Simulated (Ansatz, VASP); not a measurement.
## One calculation of Rh, two programs

```
Rh
1.0
     1.91425   -1.91320    0.00000
     1.91425    1.91320    0.00000
     0.00000    0.00000    7.49691
Rh
4
Direct
  0.75000 0.25000 0.12498
  0.75000 0.25000 0.62498
  0.25000 0.75000 0.87502
  0.25000 0.75000 0.37502
```

Alike in both runs: functional r2SCAN; k mesh 6 × 6 × 4; occupations gaussian, width 0.1 eV; no spin polarisation.

Ansatz relaxed the structure, and its values are those at the end. VASP's run is a single point on that final structure, the one shown.

|  | VASP | Ansatz |
| --- | --- | --- |
| version | VASP 6.6.1 | Ansatz 0.2.0 |
| potentials or method | VASP PAW PBE potentials, release 64 (Rh_pv), cutoff 520 eV | scalar-relativistic, plane waves, PAW |
| valence electrons in the cell | 60 | 68 |

|  | VASP | Ansatz | Ansatz less VASP |
| --- | --- | --- | --- |
| gap on the k mesh at the Fermi level (eV) | none | none | - |
| pressure (GPa) | 1.3 | 0.1 | -1.19 |

VASP's potentials were made for PBE, not for r2SCAN. A gap of «none» marks a metal or a gap that the smearing closes. VASP's potentials hold 60 valence electrons a cell and Ansatz's 68, so a difference there can come from the potentials and not from the codes.

The k mesh is coarse, so the values compare programs but aren't converged.
